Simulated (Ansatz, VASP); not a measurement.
# TiO2 in VASP and in Ansatz

```
Ti O
1.0
     2.69926   -2.69933   -0.02014
     2.69926    2.69933   -0.02014
    -2.66264    0.00000    4.90986
Ti O
2 4
Direct
  0.12501 0.87499 0.25000
  0.87499 0.12501 0.75000
  0.31795 0.06798 0.63591
  0.68205 0.93202 0.36409
  0.93202 0.68205 0.86409
  0.06798 0.31795 0.13591
```

Alike in both runs: task single point; functional PBE; k mesh 6 × 6 × 6; occupations gaussian, width 0.05 eV; no spin polarisation; Hubbard terms Ti d U = 4.0 eV.

|  | VASP | Ansatz |
| --- | --- | --- |
| version | VASP 6.6.1 | Ansatz 0.2.0 |
| potentials or method | VASP PAW PBE potentials, release 64 (Ti_sv, O), cutoff 520 eV | scalar-relativistic, plane waves, PAW |
| valence electrons in the cell | 48 | 48 |

Ansatz gave:

```
gap on the k mesh at the Fermi level (eV)                     : 2.81
least direct gap on the mesh (eV)                             : 3.02
pressure (GPa)                                                : 8.9
traceless stress, the component that is largest in VASP (GPa) : 15.35
rms of the force components (eV/Å)                            : 1.130
```

Task: What did VASP give for the same quantities?

Result: gap on the k mesh at the Fermi level (eV): 2.79; least direct gap on the mesh (eV): 3.02; pressure (GPa): 13.3; traceless stress, the component that is largest in VASP (GPa): 16.39; rms of the force components (eV/Å): 1.250.

The programs project onto different local orbitals, so the same U acts differently, and such runs can settle in different states. Atom by atom the forces differ by 0.121 eV/Å (rms over components).
